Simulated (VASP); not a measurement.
# Ca (Im-3m) in VASP: a series of runs

Runs on Ca. Level: PBEsol. Tasks: single point, relaxation of cell and atoms.

Everything below comes from runs of VASP 6.6.1. Logs are shortened: lines on timing, memory, paths and dates and some standing lists are left out, and cuts for length are marked.

**1. The cell of the first run**

It takes space group Im-3m (No. 229, cubic). Conventional cell: a = 4.323 Å, b = 4.323 Å, c = 4.323 Å, α = 90.00°, β = 90.00°, γ = 90.00°. Ca (site symmetry m-3m) has 14 Ca at 3.74 to 4.32 Å within 4.9 Å.

**2. Single point, PBEsol**

Input file INCAR:

```
SYSTEM = Ca
  PREC = Accurate
  ENCUT = 520
  EDIFF = 1E-6
  ISMEAR = 0
  SIGMA = 0.1
  LREAL = .FALSE.
  LASPH = .TRUE.
  NELM = 100
  ALGO = Normal
  ISIF = 2
  LWAVE = .FALSE.
  LCHARG = .FALSE.
  GGA = PS
  NBANDS = 11
```

Input file KPOINTS:

```
Automatic mesh
0
G
  14 14 14
  0 0 0
```

Input file POSCAR:

```
Ca
1.0
   -2.1615068465      2.1615068465      2.1615068465
    2.1615068465     -2.1615068465      2.1615068465
    2.1615068465      2.1615068465     -2.1615068465
Ca
1
Direct
    0.0000000000      0.0000000000      0.0000000000
```

Potentials or basis: VASP PAW PBE potentials, release 64 (Ca_sv).

Started as:

```bash
$ cat potpaw_PBE.64/Ca_sv/POTCAR > POTCAR
$ mpirun -np 1 vasp_std > vasp.out
```

OUTCAR:

```text
SYSTEM = Ca
   PREC = Accurate
   ENCUT = 520
   EDIFF = 1E-6
   ISMEAR = 0
   LREAL = .FALSE.
   LASPH = .TRUE.
   NELM = 100
   ISIF = 2
   GGA = PS

 ion  position               nearest neighbor table
   1  0.000  0.000  0.000-

  LATTYP: Found a body centered cubic cell.
 ALAT       =     4.3230136930

  Lattice vectors:

 A1 = (  -2.1615068465,   2.1615068465,   2.1615068465)
 A2 = (   2.1615068465,  -2.1615068465,   2.1615068465)
 A3 = (   2.1615068465,   2.1615068465,  -2.1615068465)

Analysis of symmetry for initial positions (statically):
=====================================================================
 Subroutine PRICEL returns:
 Original cell was already a primitive cell.

 Routine SETGRP: Setting up the symmetry group for a
 body centered cubic supercell.

 Subroutine GETGRP returns: Found 48 space group operations
 (whereof 48 operations were pure point group operations)
 out of a pool of 48 trial point group operations.

The static configuration has the point symmetry O_h .

Analysis of symmetry for dynamics (positions and initial velocities):
=====================================================================
 Subroutine PRICEL returns:
 Original cell was already a primitive cell.

 Routine SETGRP: Setting up the symmetry group for a
 body centered cubic supercell.

 Subroutine GETGRP returns: Found 48 space group operations
 (whereof 48 operations were pure point group operations)
 out of a pool of 48 trial point group operations.

The dynamic configuration has the point symmetry O_h .

 Subroutine INISYM returns: Found 48 space group operations
 (whereof 48 operations are pure point group operations),
 and found     1 'primitive' translations

----------------------------------------------------------------------------------------

                                     Primitive cell

  volume of cell :      40.3952

  direct lattice vectors                    reciprocal lattice vectors
    -2.161506847  2.161506847  2.161506847     0.000000000  0.231320109  0.231320109
     2.161506847 -2.161506847  2.161506847     0.231320109  0.000000000  0.231320109
     2.161506847  2.161506847 -2.161506847     0.231320109  0.231320109  0.000000000

  length of vectors
     3.743839679  3.743839679  3.743839679     0.327136036  0.327136036  0.327136036

  position of ions in fractional coordinates (direct lattice)
     0.000000000  0.000000000  0.000000000

  ion indices of the primitive-cell ions
   primitive index   ion index
                 1           1

----------------------------------------------------------------------------------------

 KPOINTS: Automatic mesh

Automatic generation of k-mesh.
 Grid dimensions read from file:
 generate k-points for:   14   14   14

 Generating k-lattice:

  Cartesian coordinates                     Fractional coordinates (reciprocal lattice)
     0.000000000  0.016522865  0.016522865     0.071428571  0.000000000  0.000000000
     0.016522865  0.000000000  0.016522865     0.000000000  0.071428571  0.000000000
     0.016522865  0.016522865  0.000000000     0.000000000  0.000000000  0.071428571

  Length of vectors
     0.023366860  0.023366860  0.023366860

  Shift w.r.t. Gamma in fractional coordinates (k-lattice)
     0.000000000  0.000000000  0.000000000

 Subroutine IBZKPT returns following result:
 ===========================================

 Found    104 irreducible k-points:

 Following reciprocal coordinates:
            Coordinates               Weight
  0.000000  0.000000  0.000000      1.000000
  0.071429  0.000000  0.000000     12.000000
  0.142857  0.000000  0.000000     12.000000
  0.214286  0.000000  0.000000     12.000000
  0.285714  0.000000  0.000000     12.000000
  0.357143  0.000000  0.000000     12.000000
[... 16 lines left out ...]
  0.285714  0.285714  0.000000     24.000000
  0.357143  0.285714  0.000000     24.000000
 [... further k-points ...]
   k-points           NKPTS =    104   k-points in BZ     NKDIM =    104   number of bands    NBANDS=     11
   number of dos      NEDOS =    301   number of ions     NIONS =      1
   total plane-waves  NPLWV =  21952
   dimension x,y,z NGX =    28 NGY =   28 NGZ =   28
   dimension x,y,z NGXF=    56 NGYF=   56 NGZF=   56
   ions per type =               1
   NGX,Y,Z   is equivalent  to a cutoff of  12.43, 12.43, 12.43 a.u.
   NGXF,Y,Z  is equivalent  to a cutoff of  24.87, 24.87, 24.87 a.u.
 SYSTEM =  Ca
   PREC   = accura    normal or accurate (medium, high low for compatibility)
   ISTART =      0    job   : 0-new  1-cont  2-samecut
   ICHARG =      2    charge: 1-file 2-atom 10-const
   ISPIN  =      1    spin polarized calculation?
   LNONCOLLINEAR =      F non collinear calculations
   LSORBIT =      F    spin-orbit coupling
   LASPH  =      T    aspherical Exc in radial PAW
   ENCUT  =  520.0 eV  38.22 Ry    6.18 a.u.   6.96  6.96  6.96*2*pi/ulx,y,z
   NELM   =    100;   NELMIN=  2; NELMDL= -5     # of ELM steps
   EDIFF  = 0.1E-05   stopping-criterion for ELM
   LREAL  =      F    real-space projection
   EDIFFG = 0.1E-04   stopping-criterion for IOM
   NSW    =      0    number of steps for IOM
   IBRION =     -1    ionic relax: 0-MD 1-quasi-New 2-CG
   NFREE  =      0    steps in history (QN), initial steepest desc. (CG)
   ISIF   =      2    stress and relaxation
   ISYM   =      2    0-nonsym 1-usesym 2-fastsym
   POTIM  = 0.5000    time-step for ionic-motion
   TEBEG  =    0.0;   TEEND  =   0.0 temperature during run
   PSTRESS=    0.0 pullay stress
   NELECT =      10.0000    total number of electrons
   NUPDOWN=      -1.0000    fix difference up-down
   EMIN   =  10.00;   EMAX   =-10.00  energy-range for DOS
   EFERMI =   0.00;   METHOD = LEGACY
   ISMEAR =     0;   SIGMA  =   0.10  broadening in eV -4-tet -1-fermi 0-gaus
   EFERMI_NEDOS =   21; number of points for ismear=-14 and -15
   IALGO  =     38    algorithm
   IMIX   =      4    mixing-type and parameters
     AMIX     =   0.40;   BMIX     =  1.00
     AMIX_MAG =   1.60;   BMIX_MAG =  1.00
  volume/ion in A,a.u.               =      40.40       272.60
  Fermi-wavevector in a.u.,A,eV,Ry     =   1.027933  1.942512 14.376550  1.056647
  Thomas-Fermi vector in A             =   2.161904
   LORBIT       =      0    0 simple, 1 ext, 2 COOP (PROOUT), +10 PAW based schemes
   GGA     = PS    functional components
   LHFCALC =     F    Hartree Fock is set to
   AEXX    =    0.0000 exact exchange contribution
   IVDW    =     0    specifies the selected vdW correction
   LEPSILON=     F    determine dielectric tensor
   LRPA    =     F    only Hartree local field effects (RPA)
 non-spin polarized calculation
 Gauss-broadening in eV      SIGMA  =   0.10
  energy-cutoff  :      520.00
  volume of cell :       40.40
 maximum number of plane-waves:      1112
   NGX = 13   NGY = 13   NGZ = 13

 number of electron      10.0000002 magnetization

 Free energy of the ion-electron system (eV)
  ---------------------------------------------------
  ext. energy  EPLUGINS =         0.00000000
  ---------------------------------------------------
  free energy    TOTEN  =        -2.12124098 eV

  energy without entropy =       -2.11306968  energy(sigma->0) =       -2.11715533

 E-fermi :   2.1262     XC(G=0):  -7.9481

 val. band max:        2.1257813855   @ k =   0.5000   0.5000   0.0714
 cond. band min:       2.1307978691   @ k =   0.3571   0.2857   0.0000
 fundamental gap:      0.0050164836
 Fermi energy:         2.1261629313

 k-point     1 :       0.0000    0.0000    0.0000
  band No.  band energies     occupation
      1     -39.6605      2.00000
      2     -20.6452      2.00000
      3     -20.6452      2.00000
      4     -20.6452      2.00000
      5      -2.0427      2.00000
      6       4.4604      0.00000
      7       4.4604      0.00000
      8       4.4604      0.00000
      9       5.5778      0.00000
     10       5.5778      0.00000
     11      12.5480      0.00000

 k-point     2 :       0.0714    0.0000    0.0000
  band No.  band energies     occupation
      1     -39.6596      2.00000
      2     -20.6537      2.00000
      3     -20.6480      2.00000
      4     -20.6452      2.00000
      5      -1.9466      2.00000
      6       4.3990      0.00000
      7       4.4239      0.00000
      8       4.5344      0.00000
      9       5.5028      0.00000
     10       5.5792      0.00000
     11      12.4648      0.00000

 k-point     3 :       0.1429    0.0000    0.0000
  band No.  band energies     occupation
      1     -39.6570      2.00000
      2     -20.6774      2.00000
      3     -20.6558      2.00000
      4     -20.6452      2.00000
      5      -1.6634      2.00000
      6       4.2354      0.00000
      7       4.2608      0.00000
      8       4.7522      0.00000
      9       5.3793      0.00000
     10       5.5891      0.00000
     11      11.9597      0.00000

 k-point     4 :       0.2143    0.0000    0.0000
  band No.  band energies     occupation
      1     -39.6532      2.00000
      2     -20.7114      2.00000
      3     -20.6670      2.00000
      4     -20.6452      2.00000
      5      -1.2096      2.00000
      6       3.9126      0.00000
      7       4.0172      0.00000
      8       5.1002      0.00000
      9       5.3567      0.00000
     10       5.6199      0.00000
     11      10.8915      0.00000
[... 239 lines left out ...]
 k-point    22 :       0.3571    0.2143    0.0000
  band No.  band energies     occupation
      1     -39.6404      2.00000
      2     -20.7888      2.00000
      3     -20.7252      2.00000
      4     -20.6625      2.00000
      5       1.5836      2.00000
      6       2.3028      0.01246
      7       3.1212      0.00000
      8       5.4675      0.00000
      9       5.8406      0.00000
     10       7.0388      0.00000
     11       7.3023      0.00000

 k-point    23 :       0.2857    0.2857    0.0000
  band No.  band energies     occupation
      1     -39.6402      2.00000
      2     -20.7796      2.00000
      3     -20.7347      2.00000
      4     -20.6648      2.00000
      5       1.5932      2.00000
      6       2.5151      0.00000
      7       2.9336      0.00000
      8       5.5544      0.00000
      9       5.7665      0.00000
     10       7.1426      0.00000
     11       7.2162      0.00000

 k-point    24 :       0.3571    0.2857    0.0000
  band No.  band energies     occupation
      1     -39.6396      2.00000
      2     -20.7730      2.00000
      3     -20.7472      2.00000
      4     -20.6657      2.00000
      5       2.1308      0.94774
      6       2.2289      0.14629
      7       2.7428      0.00000
      8       5.6141      0.00000
      9       5.7784      0.00000
     10       6.9249      0.00000
     11       7.4677      0.00000

 [... further k-points ...]

------------------------ aborting loop because EDIFF is reached ----------------------------------------

  FORCE on cell =-STRESS in cart. coord.  units (eV):
  Direction    XX          YY          ZZ          XY          YZ          ZX
  --------------------------------------------------------------------------------------
  -------------------------------------------------------------------------------------
  Total        0.0012142      0.0012142      0.0012142      0.0000000      0.0000000     -0.0000000
  in kB        0.0481588      0.0481588      0.0481588      0.0000000      0.0000000     -0.0000000
  external PRESSURE =       0.0481588 kB  Pullay stress =       0.0000000 kB

 VOLUME and BASIS-vectors are now :
 -----------------------------------------------------------------------------
  energy-cutoff  :      520.00
  volume of cell :       40.40
      direct lattice vectors                 reciprocal lattice vectors
    -2.161506847  2.161506847  2.161506847     0.000000000  0.231320109  0.231320109
     2.161506847 -2.161506847  2.161506847     0.231320109  0.000000000  0.231320109
     2.161506847  2.161506847 -2.161506847     0.231320109  0.231320109  0.000000000

 POSITION                                       TOTAL-FORCE (eV/Angst)
 -----------------------------------------------------------------------------------
      0.00000      0.00000      0.00000         0.000000      0.000000     -0.000000
 -----------------------------------------------------------------------------------
    total drift:                               -0.000000     -0.000000     -0.000000

  FREE ENERGIE OF THE ION-ELECTRON SYSTEM (eV)
  ---------------------------------------------------
  free  energy   TOTEN  =        -2.1212409803 eV

  energy  without entropy=       -2.1130696758  energy(sigma->0) =       -2.11715533
```

Wall time 16 s (1 thread of Intel Xeon 6975P-C (Granite Rapids), shared host); peak memory 0.18 GiB.

Results:

| Property | Result |
| --- | --- |
| Free energy | -2.1212 eV |
| Pressure | 0.0 GPa |
| Band gap on the k mesh | zero (band 5 reaches 2.36 eV, above the bottom of band 6 at 2.09 eV) |

Levels at points of the mesh, in eV from the Fermi level:
| k point | band 3 | band 4 | band 5 | band 6 | band 7 | band 8 |
| --- | --- | --- | --- | --- | --- | --- |
| (0.00, 0.00, 0.00) | -22.77 | -22.77 | -4.17 | 2.33 | 2.33 | 2.33 |
| (0.50, 0.00, 0.00) | -22.83 | -22.77 | -0.95 | 0.01 | 1.32 | 3.35 |
| (0.50, 0.50, 0.50) | -22.89 | -22.89 | -0.02 | -0.02 | 4.08 | 4.08 |

Caveat: the PAW data sets were made with another functional, which shifts forces and pressure a little.

(Part 1 of 2 ends here.)
